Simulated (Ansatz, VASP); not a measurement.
**Two plane-wave programs on GaAs**

```
As Ga
1.0
     0.00000    2.82685    2.82685
     2.82685    0.00000    2.82685
     2.82685    2.82685    0.00000
As Ga
1 1
Direct
  0.75000 0.75000 0.75000
  0.00000 0.00000 0.00000
```

Alike in both runs: task band structure; functional PBE; k mesh 8 × 8 × 8; occupations fermi-dirac, width 0.05 eV; no spin polarisation.

|  | VASP | Ansatz |
| --- | --- | --- |
| version | VASP 6.6.1 | Ansatz 0.2.0 |
| potentials or method | VASP PAW PBE potentials, release 64 (As, Ga) | Ansatz PAW |
| plane-wave cutoff (eV) | 500 | 420 |
| valence electrons in the cell | 8 | 28 |

|  | VASP | Ansatz | Ansatz less VASP |
| --- | --- | --- | --- |
| gap on the k mesh at the Fermi level (eV) | 0.58 | 0.52 | -0.065 |
| least direct gap on the mesh (eV) | 0.58 | 0.52 | -0.065 |
| gap along the band path (eV) | 0.58 | 0.52 | -0.065 |
| pressure (GPa) | 4.0 | 3.3 | -0.76 |

VASP's potentials hold 8 valence electrons a cell and Ansatz's 28, so a difference there can come from the potentials and not from the codes.
